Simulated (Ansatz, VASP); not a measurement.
**Two plane-wave programs on MgO**

```
Mg O
1.0
     3.38050    0.00000    0.00000
    -1.69025    2.92760    0.00000
     0.00000    0.00000    4.11220
Mg O
2 2
Direct
  0.66667 0.33333 0.75000
  0.33333 0.66667 0.25000
  0.66667 0.33333 0.25000
  0.33333 0.66667 0.75000
```

Alike in both runs: task single point; functional PBE; k mesh 9 × 9 × 6; occupations gaussian, width 0.05 eV; no spin polarisation.

```csv
,VASP,Ansatz
version,VASP 6.6.1,Ansatz 0.2.0
potentials or method,"VASP PAW PBE potentials, release 64 (Mg, O), cutoff 520 eV","scalar-relativistic, plane waves, PAW"
valence electrons in the cell,16,32
```

```csv
,VASP,Ansatz,Ansatz less VASP
gap on the k mesh at the Fermi level (eV),3.83,3.85,+0.021
least direct gap on the mesh (eV),3.83,3.85,+0.021
pressure (GPa),16.9,17.4,+0.51
"traceless stress, the component that is largest in VASP (GPa)",-1.41,-1.23,+0.180
```

The functional is the same, so the differences come from potentials, cutoffs and numerics. VASP's potentials hold 16 valence electrons a cell and Ansatz's 32, so a difference there can come from the potentials and not from the codes.
